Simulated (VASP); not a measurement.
# Li3Dy: single point with PBE

Crystal: Li3Dy.

```
Li Dy
1.0
     6.14684    0.00000    0.00000
     0.00000    6.14684    0.00000
     0.00000    0.00000    6.14684
Li Dy
3 1
Direct
  0.50000 0.00000 0.00000
  0.00000 0.50000 0.00000
  0.00000 0.00000 0.50000
  0.00000 0.00000 0.00000
```

The cell was generated, and may not be a known phase.

| Item | Value |
| --- | --- |
| Program | VASP 6.6.1 |
| Task | single point |
| Functional | PBE |
| Potentials or basis | VASP PAW PBE potentials, release 64 (Li_sv, Dy_3), 4f in core |
| Cutoff | 750 eV |
| k mesh | 4 × 4 × 4 |
| Occupations | gaussian, width 0.1 eV |
| Spin | no spin polarisation |
| Dipole correction | no |
| Further INCAR settings | ALGO = Normal; EDIFF = 1e-06; NBANDS = 17 |

```json
{"Pressure": "0.4 GPa", "Band gap on the k mesh": "zero (bands 9 and 10 overlap by 0.22 eV)"}
```

Levels at points of the mesh, in eV from the Fermi level:
| k point | band 5 | band 6 | band 7 | band 8 | band 9 | band 10 | band 11 | band 12 | band 13 | band 14 |
| --- | --- | --- | --- | --- | --- | --- | --- | --- | --- | --- |
| (0.00, 0.00, 0.00) | -24.74 | -24.74 | -2.75 | -0.08 | -0.08 | 0.89 | 0.89 | 0.89 | 1.02 | 1.02 |
| (0.50, 0.00, 0.00) | -24.74 | -24.74 | -2.39 | -0.67 | 0.01 | 0.15 | 0.55 | 0.55 | 1.05 | 1.31 |
| (0.50, 0.50, 0.00) | -24.74 | -24.74 | -2.07 | -0.20 | -0.19 | -0.19 | 0.12 | 0.27 | 0.60 | 0.60 |
| (0.50, 0.50, 0.50) | -24.74 | -24.74 | -1.78 | -0.09 | -0.09 | -0.09 | 0.29 | 0.29 | 0.37 | 0.37 |

It took 67 s on 1 thread of Intel(R) Xeon(R) Platinum 8488C (Sapphire Rapids), with other jobs on the host, peak memory 0.43 GiB.

Caveat: spin-orbit coupling is left out, which moves the levels of the heavy elements; the 4f electrons are frozen in the core, so they carry no moment and show no levels. Spin polarisation is off, so any magnetic state and its effect on volume and gap are missing.
